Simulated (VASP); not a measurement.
# EuS (Fm-3m) in VASP: single point with PBE

Aim: the single point of EuS with PBE.

Everything below comes from runs of VASP 6.6.1. Logs are shortened: lines on timing, memory, paths and dates and some standing lists are left out, and cuts for length are marked.

## 1. The cell of the first run

The structure is cubic, space group Fm-3m (No. 225). The conventional cell has a = 5.957 Å, b = 5.957 Å, c = 5.957 Å, α = 90.00°, β = 90.00°, γ = 90.00°. Eu (site symmetry m-3m) has 6 S at 2.98 Å within 3.9 Å. S (site symmetry m-3m) has 6 Eu at 2.98 Å within 3.9 Å.

## 2. Single point, PBE, collinear spin, ferromagnetic start

The input, INCAR:

```
ALGO = Normal
EDIFF = 1E-6
ENCUT = 600
GGA = PE
GGA_COMPAT = False
ISIF = 2
ISMEAR = -1
ISPIN = 2
LASPH = True
LCHARG = True
LELF = True
LMAXMIX = 6
LORBIT = 11
LREAL = False
LVHAR = True
LWAVE = False
MAGMOM = 8.5 0
NBANDS = 22
NELM = 200
PREC = Accurate
SIGMA = 0.05
```

The input, KPOINTS:

```
k-points
0
Gamma
  8 8 8
```

The input, POSCAR:

```
EuS
1.0
    0.0000000000      2.9785018700      2.9785018700
    2.9785018700      0.0000000000      2.9785018700
    2.9785018700      2.9785018700      0.0000000000
Eu S
1 1
Direct
    0.5000000000      0.5000000000      0.5000000000
    0.0000000000      0.0000000000      0.0000000000
```

Potentials or basis: VASP PAW PBE potentials, release 64 (Eu, S).

On the command line:

```bash
cat potpaw_PBE.64/Eu/POTCAR potpaw_PBE.64/S/POTCAR > POTCAR
mpirun -np 1 vasp_std > vasp.out
```

OUTCAR:

```text
EDIFF = 1E-6
   ENCUT = 600
   GGA = PE
   ISIF = 2
   ISMEAR = -1
   ISPIN = 2
   LASPH = True
   LORBIT = 11
   LREAL = False
   NELM = 200
   PREC = Accurate

 ion  position               nearest neighbor table
   1  0.500  0.500  0.500-   2 2.98   2 2.98   2 2.98   2 2.98   2 2.98   2 2.98
   2  0.000  0.000  0.000-   1 2.98   1 2.98   1 2.98   1 2.98   1 2.98   1 2.98

  LATTYP: Found a face centered cubic cell.
 ALAT       =     5.9570037400

  Lattice vectors:

 A1 = (   0.0000000000,   2.9785018700,   2.9785018700)
 A2 = (   2.9785018700,   0.0000000000,   2.9785018700)
 A3 = (   2.9785018700,   2.9785018700,   0.0000000000)

Analysis of symmetry for initial positions (statically):
=====================================================================
 Subroutine PRICEL returns:
 Original cell was already a primitive cell.

 Routine SETGRP: Setting up the symmetry group for a
 face centered cubic supercell.

 Subroutine GETGRP returns: Found 48 space group operations
 (whereof 48 operations were pure point group operations)
 out of a pool of 48 trial point group operations.

The static configuration has the point symmetry O_h .

Analysis of symmetry for dynamics (positions and initial velocities):
=====================================================================
 Subroutine PRICEL returns:
 Original cell was already a primitive cell.

 Routine SETGRP: Setting up the symmetry group for a
 face centered cubic supercell.

 Subroutine GETGRP returns: Found 48 space group operations
 (whereof 48 operations were pure point group operations)
 out of a pool of 48 trial point group operations.

The dynamic configuration has the point symmetry O_h .

Analysis of structural, dynamic, and magnetic symmetry:
=====================================================================
 Subroutine PRICEL returns:
 Original cell was already a primitive cell.

 Routine SETGRP: Setting up the symmetry group for a
 face centered cubic supercell.

 Subroutine GETGRP returns: Found 48 space group operations
 (whereof 48 operations were pure point group operations)
 out of a pool of 48 trial point group operations.

The overall configuration has the point symmetry O_h .

 Subroutine INISYM returns: Found 48 space group operations
 (whereof 48 operations are pure point group operations),
 and found     1 'primitive' translations

[... 117 lines left out ...]
  Thomas-Fermi vector in A             =   2.375064
   LORBIT       =     11    0 simple, 1 ext, 2 COOP (PROOUT), +10 PAW based schemes
   GGA     = PE    functional components
   LHFCALC =     F    Hartree Fock is set to
   AEXX    =    0.0000 exact exchange contribution
   IVDW    =     0    specifies the selected vdW correction
   LEPSILON=     F    determine dielectric tensor
   LRPA    =     F    only Hartree local field effects (RPA)
 spin polarized calculation
  energy-cutoff  :      600.00
  volume of cell :       52.85
 maximum number of plane-waves:      1807
 NGX is ok and might be reduce to    36
   NGX = 17   NGY = 17   NGZ = 17

 number of electron      22.9999997 magnetization       6.9787593

 Free energy of the ion-electron system (eV)
  ---------------------------------------------------
  ext. energy  EPLUGINS =         0.00000000
  ---------------------------------------------------
  free energy    TOTEN  =       -19.90334701 eV

  energy without entropy =      -19.89265479  energy(sigma->0) =      -19.89800090

 E-fermi :   4.3176     XC(G=0):  -9.6366

 val. band max:        4.2538977732   @ k =   0.1250   0.1250   0.0000
 cond. band min:       4.3400470316   @ k =   0.3750   0.3750   0.0000
 fundamental gap:      0.0861492584
 Fermi energy:         4.3176073451

 spin component 1

 k-point     1 :       0.0000    0.0000    0.0000
  band No.  band energies     occupation
      1     -37.2195      1.00000
      2     -15.9310      1.00000
      3     -15.9310      1.00000
      4     -15.9310      1.00000
      5      -9.1814      1.00000
      6       1.5216      1.00000
[... 589 lines left out ...]
     21      10.4496      0.00000
     22      11.3836      0.00000

 [... further k-points ...]

 spin component 2

 k-point     1 :       0.0000    0.0000    0.0000
  band No.  band energies     occupation
      1     -34.1353      1.00000
      2     -13.6752      1.00000
      3     -13.6752      1.00000
      4     -13.6752      1.00000
      5      -9.1767      1.00000
      6       1.6707      1.00000
[... 589 lines left out ...]
     21      11.4594      0.00000
     22      12.2703      0.00000

 [... further k-points ...]

------------------------ aborting loop because EDIFF is reached ----------------------------------------

  FORCE on cell =-STRESS in cart. coord.  units (eV):
  Direction    XX          YY          ZZ          XY          YZ          ZX
  --------------------------------------------------------------------------------------
  -------------------------------------------------------------------------------------
  Total       -0.9003145     -0.9003145     -0.9003145      0.0000000      0.0000000      0.0000000
  in kB      -27.2948808    -27.2948808    -27.2948808      0.0000000      0.0000000      0.0000000
  external PRESSURE =     -27.2948808 kB  Pullay stress =       0.0000000 kB

 VOLUME and BASIS-vectors are now :
 -----------------------------------------------------------------------------
  energy-cutoff  :      600.00
  volume of cell :       52.85
      direct lattice vectors                 reciprocal lattice vectors
     0.000000000  2.978501870  2.978501870    -0.167869628  0.167869628  0.167869628
     2.978501870  0.000000000  2.978501870     0.167869628 -0.167869628  0.167869628
     2.978501870  2.978501870  0.000000000     0.167869628  0.167869628 -0.167869628

 POSITION                                       TOTAL-FORCE (eV/Angst)
 -----------------------------------------------------------------------------------
      2.97850      2.97850      2.97850        -0.000000     -0.000000     -0.000000
      0.00000      0.00000      0.00000         0.000000      0.000000      0.000000
 -----------------------------------------------------------------------------------
    total drift:                                0.000000      0.000000      0.000000

  FREE ENERGIE OF THE ION-ELECTRON SYSTEM (eV)
  ---------------------------------------------------
  free  energy   TOTEN  =       -19.9033470057 eV

  energy  without entropy=      -19.8926547897  energy(sigma->0) =      -19.89800090

 total charge

# of ion       s       p       d       f       tot
--------------------------------------------------
    1        2.027   5.756   0.306   6.654  14.743
    2        1.316   2.430   0.000   0.000   3.746
--------------------------------------------------
tot          3.343   8.186   0.306   6.654  18.489

 magnetization (x)

# of ion       s       p       d       f       tot
--------------------------------------------------
    1       -0.015  -0.113   0.092   6.624   6.588
    2       -0.007  -0.065   0.000   0.000  -0.072
--------------------------------------------------
tot         -0.022  -0.178   0.092   6.624   6.515
```

OSZICAR:

```text
N       E                     dE             d eps       ncg     rms          rms(c)
DAV:   1     0.149252736325E+03    0.14925E+03   -0.91395E+03  3610   0.456E+03
DAV:   2     0.833078934218E+01   -0.14092E+03   -0.12350E+03  3520   0.419E+02
DAV:   3    -0.142744095054E+02   -0.22605E+02   -0.22155E+02  3818   0.115E+02
DAV:   4    -0.171955965627E+02   -0.29212E+01   -0.29053E+01  4910   0.288E+01
DAV:   5    -0.173340843756E+02   -0.13849E+00   -0.13830E+00  3760   0.779E+00    0.275E+01
DAV:   6    -0.199831604702E+02   -0.26491E+01   -0.26762E+00  3442   0.183E+01    0.182E+01
DAV:   7    -0.199836142723E+02   -0.45380E-03   -0.22636E+00  4012   0.242E+01    0.109E+01
DAV:   8    -0.199414513450E+02    0.42163E-01   -0.17744E+00  3318   0.208E+01    0.881E+00
DAV:   9    -0.199164307478E+02    0.25021E-01   -0.15188E-01  4346   0.603E+00    0.199E+00
DAV:  10    -0.199027067109E+02    0.13724E-01   -0.96652E-02  3548   0.516E+00    0.135E+00
DAV:  11    -0.199036768961E+02   -0.97019E-03   -0.76011E-03  4504   0.678E-01    0.165E+00
DAV:  12    -0.199031863210E+02    0.49058E-03   -0.33098E-03  4490   0.874E-01    0.584E-01
DAV:  13    -0.199033365937E+02   -0.15027E-03   -0.10846E-03  4078   0.456E-01    0.283E-01
DAV:  14    -0.199033277195E+02    0.88742E-05   -0.16094E-04  4452   0.142E-01    0.185E-01
DAV:  15    -0.199033387064E+02   -0.10987E-04   -0.14281E-05  4238   0.325E-02    0.634E-02
DAV:  16    -0.199033427123E+02   -0.40059E-05   -0.36107E-06  3748   0.168E-02    0.345E-02
DAV:  17    -0.199033468608E+02   -0.41485E-05   -0.81811E-06  3786   0.380E-02    0.388E-02
DAV:  18    -0.199033470057E+02   -0.14488E-06   -0.14168E-06  2492   0.182E-02
   1 F= -.19903347E+02 E0= -.19898001E+02  d E =-.106922E-01  mag=     6.9788
```

stdout:

```text
POSCAR found type information on POSCAR EuS
 POSCAR found :  2 types and       2 ions
 scaLAPACK will be used
 LDA part: xc-table for (Slater+PW92), standard interpolation
 POSCAR, INCAR and KPOINTS ok, starting setup
 FFT: planning ... GRIDC
 FFT: planning ... GRID_SOFT
 FFT: planning ... GRID
 WAVECAR not read
 entering main loop
```

It took 2.7 min on 1 thread of Intel Xeon Platinum 8259CL at 2.50GHz (Skylake/Cascade Lake), shared host; peak memory 0.29 GiB.

What came out:

```
Free energy                                           : -19.9033 eV
Pressure                                              : -2.7 GPa
Band gap on the k mesh                                : zero (filled and empty bands overlap)
Net moment                                            : 6.98 μB per cell
Site moments                                          : Eu +6.59; S -0.07 μB
Valence electrons inside the program's atomic spheres : Eu 14.74; S 3.75
```

Levels at points of the mesh, in eV from the Fermi level:
Spin up:
| k point | band 12 | band 13 | band 14 | band 15 | band 16 | band 17 | band 18 | band 19 |
| --- | --- | --- | --- | --- | --- | --- | --- | --- |
| (0.00, 0.00, 0.00) | -0.28 | 0.03 | 0.03 | 0.03 | 0.77 | 1.05 | 1.05 | 1.05 |
| (0.50, 0.00, 0.00) | -0.32 | -0.32 | -0.29 | -0.28 | 2.91 | 3.19 | 3.61 | 3.61 |
| (0.50, 0.50, 0.00) | -0.34 | -0.34 | -0.30 | -0.11 | -0.11 | 3.05 | 3.19 | 4.48 |
Spin down:
| k point | band 6 | band 7 | band 8 | band 9 | band 10 | band 11 |
| --- | --- | --- | --- | --- | --- | --- |
| (0.00, 0.00, 0.00) | -2.65 | -2.65 | -2.65 | 1.40 | 1.81 | 1.81 |
| (0.50, 0.00, 0.00) | -5.16 | -3.77 | -3.77 | 2.83 | 4.00 | 4.07 |
| (0.50, 0.50, 0.00) | -3.78 | -3.00 | -3.00 | -0.18 | 3.90 | 3.92 |

Caveat: spin-orbit coupling is left out, which moves the levels of the heavy elements; a cell with one magnetic atom can't hold antiferromagnetic order, which such compounds often take; without U or exact exchange the open f shell lies at the Fermi level, which spoils levels, moments and volumes. With open d or f shells a metallic result of PBE can be an artefact of self-interaction; +U or a hybrid may open a gap.
